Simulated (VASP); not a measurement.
# SiGe3: relaxation of cell and atoms with PBE

Crystal: SiGe3.

```
Si Ge
1.0
     3.72420    0.00000    0.00000
     0.00000    3.72420    0.00000
     0.00000    0.00000    5.26682
Si Ge
1 3
Direct
  0.50000 0.50000 0.50000
  0.00000 0.00000 0.00000
  0.50000 0.00000 0.75000
  0.00000 0.50000 0.25000
```

- Program: VASP 6.6.1
- Task: relaxation of cell and atoms
- Functional: PBE
- Potentials or basis: VASP PAW PBE potentials, release 64 (Si, Ge_d)
- Cutoff: 600 eV
- k mesh: 6 × 6 × 4
- Occupations: gaussian, width 0.1 eV
- Spin: no spin polarisation
- Dipole correction: no
- Further INCAR settings: ALGO = Normal; EDIFF = 1e-06; IBRION = 2; EDIFFG = -0.04; NSW = 90; ISIF = 3

```yaml
Relaxed_volume: 22.89 Å³/atom
Relaxed_cell: a = 4.021 Å, b = 4.021 Å, c = 5.663 Å, α = 90.00°, β = 90.00°, γ = 90.00°
Space_group_after_relaxing_to_0.1_Å: P-4m2 (No. 115)
Energy_gained_by_relaxing: 297.9 meV/atom
Ionic_steps: 8
Pressure_after_relaxing: -0.2 GPa
Largest_force_after_relaxing: 0.007 eV/Å
Band_gap_on_the_k_mesh: 0.17 eV (least direct gap 0.41 eV)
```

Forces on the atoms (eV/Å):
```
Si   0.000  0.000  0.000
Ge   0.000  0.000  0.000
Ge   0.000  0.000  0.007
Ge   0.000  0.000 -0.007
```

Step by step:
| step | energy change (eV) | largest force (eV/Å) | pressure (GPa) | volume (Å³) |
| --- | --- | --- | --- | --- |
| 1 | 0.0000 | 0.8027 | 25.10 | 73.05 |
| 2 | -0.7582 | 0.0347 | -7.32 | 107.66 |
| 3 | -1.1898 | 0.1585 | -0.16 | 91.61 |
| 4 | -1.1898 | 0.1663 | -0.08 | 91.21 |
| 5 | -1.1891 | 0.1724 | 0.31 | 90.82 |
| 6 | -1.1907 | 0.0724 | 0.44 | 90.76 |
| 7 | -1.1910 | 0.0130 | 0.44 | 90.72 |
| 8 | -1.1917 | 0.0068 | -0.21 | 91.55 |

Final structure:
```
Si Ge
1.0
     4.02070    0.00000    0.00000
     0.00000    4.02070    0.00000
     0.00000    0.00000    5.66314
Si Ge
1 3
Direct
  0.50000 0.50000 0.50000
  0.00000 0.00000 0.00000
  0.50000 0.00000 0.74337
  0.00000 0.50000 0.25663
```

Levels at points of the mesh, in eV from the valence-band top:
| k point | band 19 | band 20 | band 21 | band 22 | band 23 | band 24 | band 25 | band 26 | band 27 |
| --- | --- | --- | --- | --- | --- | --- | --- | --- | --- |
| (0.00, 0.00, 0.00) | -2.93 | -2.93 | -0.03 | 0.00 | 0.00 | 0.41 | 0.73 | 0.90 | 2.53 |
| (0.50, 0.00, 0.00) | -5.93 | -3.70 | -3.60 | -1.60 | -1.26 | 1.87 | 2.19 | 4.57 | 4.74 |
| (0.50, 0.50, 0.00) | -7.96 | -2.97 | -2.88 | -2.88 | -2.80 | 0.55 | 0.75 | 0.75 | 1.24 |
| (0.00, 0.00, 0.50) | -4.09 | -2.09 | -2.09 | -1.77 | -1.77 | 0.84 | 1.25 | 2.77 | 2.91 |
| (0.50, 0.00, 0.50) | -7.04 | -1.52 | -1.31 | -1.27 | -1.13 | 0.17 | 0.61 | 3.41 | 3.55 |
| (0.50, 0.50, 0.50) | -7.84 | -3.75 | -3.71 | -3.69 | -3.69 | 4.20 | 4.20 | 4.38 | 4.49 |

Run time: 2.4 min on 1 thread of Intel(R) Xeon(R) 6975P-C (Granite Rapids) (shared host), peak memory 0.22 GiB.

Caveat: the volume moved by over 15 % at a fixed basis, so the end points are rough. A k mesh can miss the band edges.
